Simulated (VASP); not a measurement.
Ba2Be: relaxation of cell and atoms with PBE

Crystal: Ba2Be.

```
Ba Be
1.0
     5.81239    0.00000    0.00000
    -2.90619    5.03367    0.00000
     0.00000    0.00000    3.55916
Ba Be
2 1
Direct
  0.33333 0.66667 0.50000
  0.66667 0.33333 0.50000
  0.00000 0.00000 0.00000
```

The cell was generated, and may not be a known phase.

| Property | Result |
| --- | --- |
| Program | VASP 6.6.1 |
| Task | relaxation of cell and atoms |
| Functional | PBE |
| Potentials or basis | VASP PAW PBE potentials, release 64 (Ba_sv, Be) |
| Cutoff | 600 eV |
| k mesh | 12 × 12 × 14 |
| Occupations | gaussian, width 0.1 eV |
| Spin | no spin polarisation |
| Dipole correction | no |
| Further INCAR settings | ALGO = Fast; EDIFF = 1e-06; IBRION = 2; EDIFFG = -0.01; NSW = 100; ISIF = 3 |

* Relaxed volume: 35.57 Å³/atom
* Relaxed cell: a = 5.838 Å, b = 5.838 Å, c = 3.615 Å, α = 90.00°, β = 90.00°, γ = 120.00°
* Space group after relaxing (to 0.1 Å): P6/mmm (No. 191)
* Energy gained by relaxing: 1.4 meV/atom
* Ionic steps: 6
* Pressure after relaxing: 0.0 GPa
* Band gap on the k mesh: zero (bands 11 and 12 overlap by 0.90 eV)

Step by step:
```csv
step,energy change (eV),largest force (eV/Å),pressure (GPa),volume (Å³)
1,0.0000,0.0000,0.42,104.13
2,-0.0030,0.0000,0.17,105.50
3,-0.0039,0.0000,-0.01,106.64
4,-0.0039,0.0000,-0.03,106.80
5,-0.0041,0.0000,0.00,106.74
6,-0.0041,0.0000,0.01,106.71
```

Final structure:
```yaml
crystal:
  lattice:
    - [5.83816, 0.00000, 0.00000]
    - [-2.91908, 5.05600, 0.00000]
    - [0.00000, 0.00000, 3.61500]
  atoms:
    - { symbol: Ba, position: [0.33333, 0.66667, 0.50000] }
    - { symbol: Ba, position: [0.66667, 0.33333, 0.50000] }
    - { symbol: Be, position: [0.00000, 0.00000, 0.00000] }
```

Levels at points of the mesh, in eV from the Fermi level:
```tsv
k point	band 8	band 9	band 10	band 11	band 12	band 13	band 14	band 15
(0.00, 0.00, 0.00)	-12.89	-3.80	-0.26	-0.09	-0.09	1.39	2.71	2.71
(0.50, 0.00, 0.00)	-13.03	-2.97	-1.32	-0.07	0.12	0.87	1.27	2.25
(0.00, 0.00, 0.50)	-13.06	-1.08	-1.05	-0.44	-0.44	0.68	0.68	2.41
(0.50, 0.00, 0.50)	-12.88	-2.10	-1.29	-0.51	0.40	1.50	1.93	2.13
```

Wall time 23 min on 1 thread of Oxide Virtual Turin-like Processor, with other jobs on the host, peak memory 0.44 GiB.

Caveat: spin-orbit coupling is left out, which moves the levels of the heavy elements.
